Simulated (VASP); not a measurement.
Here is a VASP 6.6.1 calculation.

File POSCAR:

```
Rh
1.0
    2.7309790000      0.0000000000      0.0000000000
   -1.3654900000      2.3650970000      0.0000000000
    0.0000000000      0.0000000000      4.4284890000
Rh
2
Direct
    0.6666666667      0.3333333333      0.7500000000
    0.3333333333      0.6666666667      0.2500000000
```

File INCAR.step1:

```
SYSTEM = Rh
PREC = Accurate
ENCUT = 520
ISMEAR = -1
SIGMA = 0.1
LREAL = .False.
LASPH = .True.
NELM = 60
NBANDS = 22
GGA = PE
ALGO = Normal
EDIFF = 1E-4
LWAVE = .True.
LCHARG = .False.
```

File INCAR.step2:

```
SYSTEM = Rh
PREC = Accurate
ENCUT = 520
EDIFF = 1E-6
ISMEAR = -1
SIGMA = 0.1
LREAL = .False.
LASPH = .True.
NELM = 60
ALGO = Normal
ISIF = 2
LWAVE = .False.
LCHARG = .False.
METAGGA = R2SCAN
LMIXTAU = .True.
NBANDS = 22
ISTART = 1
```

File KPOINTS:

```
regular mesh
0
Gamma
  3 3 2
  0 0 0
```

Potentials or basis: VASP PAW PBE potentials, release 64 (Rh_pv).

Command:

```sh
$ cat potpaw_PBE.64/Rh_pv/POTCAR > POTCAR
$ cp INCAR.step1 INCAR
$ mpirun -np 1 vasp_std > vasp.out
$ cp INCAR.step2 INCAR
$ mpirun -np 1 vasp_std > vasp.out
```

Q: Estimate the pressure.

A: 1.9 GPa.

Q: Estimate the band gap on the k mesh.

A: Zero (band 15 reaches 11.26 eV, above the bottom of band 16 at 10.68 eV).

Stress tensor (GPa, compression positive):
```
 18.07   0.00   0.00
  0.00  18.07   0.00
  0.00   0.00 -30.46
```

Caveat: the k points lie up to 0.89 Å⁻¹ apart; the PAW data sets were made with another functional, which shifts forces and pressure a little.
